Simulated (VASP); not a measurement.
Ag, 1 atom in the cell. The structure is tetragonal, space group I4/mmm (No. 139). The conventional cell has a = 2.803 Å, b = 2.803 Å, c = 4.086 Å, α = 90.00°, β = 90.00°, γ = 90.00°. Within 3.7 Å of Ag (site symmetry 4/mmm) lie 12 Ag at 2.80 to 2.85 Å.  This cell differs from its parent crystal: equal xx and yy strain of -3 %.

```yaml
Program: VASP 6.6.1
Task: single point
Functional: PBE
Potentials_or_basis: VASP PAW PBE potentials, release 64 (Ag)
Cutoff: 520 eV
k_mesh: 15 × 15 × 15
Occupations: fermi-dirac, width 0.05 eV
Spin: no spin polarisation
Dipole_correction: no
Further_INCAR_settings: ALGO = Normal; EDIFF = 1e-07; NBANDS = 12
```

Potentials or basis: VASP PAW PBE potentials, release 64 (Ag).

Run with:

```bash
$ cat potpaw_PBE.64/Ag/POTCAR > POTCAR
$ mpirun -np 1 vasp_std > vasp.out
```

Hardware: 1 thread of Intel(R) Xeon(R) 6975P-C (Granite Rapids), with other jobs on the host.

**Question.** Estimate the wall time of this run.

**Answer.** Wall time 16 s on 1 thread of Intel(R) Xeon(R) 6975P-C (Granite Rapids), on a shared host, peak memory 0.18 GiB. Counts: scf iterations 12, k points 288.
